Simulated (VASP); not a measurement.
A run of VASP 6.6.1 is set up as follows.

The input INCAR:

```
SYSTEM = PbS
PREC = Accurate
ENCUT = 520
EDIFF = 1E-8
ISMEAR = -1
SIGMA = 0.01
LREAL = .FALSE.
LASPH = .TRUE.
NELM = 100
ALGO = Normal
ISIF = 2
LWAVE = .FALSE.
LCHARG = .FALSE.
GGA = PS
LEFG = .TRUE.
NBANDS = 28
```

KPOINTS

```
regular mesh
0
G
  7 7 3
  0 0 0
```

The input POSCAR:

```
PbS
1.0
    2.9260000000     -2.8852975000      0.0002025000
    2.9550000000      2.9147025000      0.0292025000
   -1.0215035500      0.0531462000     11.7038897500
Pb S
2 2
Direct
    0.7756000000      0.7756000000      0.6363800000
    0.2244000000      0.2244000000      0.3636200000
    0.2684000000      0.2684000000      0.5986000000
    0.7316000000      0.7316000000      0.4014000000
```

Potentials or basis: VASP PAW PBE potentials, release 64 (Pb_d, S).

Run with:

```bash
$ cat potpaw_PBE.64/Pb_d/POTCAR potpaw_PBE.64/S/POTCAR > POTCAR
$ mpirun -np 1 vasp_std > vasp.out
```

Q: What does it give for the band gap on the k mesh?

A: 1.27 eV.

Q: Estimate the largest force.

A: 0.675 eV/Å.

Electric field gradients, principal values (V/Å²):
| atom | least | middle | greatest (by size) |
| --- | --- | --- | --- |
| 1 Pb | 35.031 | 92.233 | -127.264 |
| 2 Pb | 35.031 | 92.233 | -127.264 |
| 3 S | -1.300 | -2.577 | 3.877 |
| 4 S | -1.300 | -2.577 | 3.877 |

Caveat: the cell differs from its parent crystal (equal xy, yz and zx shear strains of +1 %); there is no dipole correction, which matters where the two faces differ; without QUAD_EFG the Cq values of the log hold for a quadrupole moment of 1 mb, not for the nuclei; the PAW data sets were made with another functional, which shifts forces and pressure a little; spin-orbit coupling is left out, which moves the levels of the heavy elements.
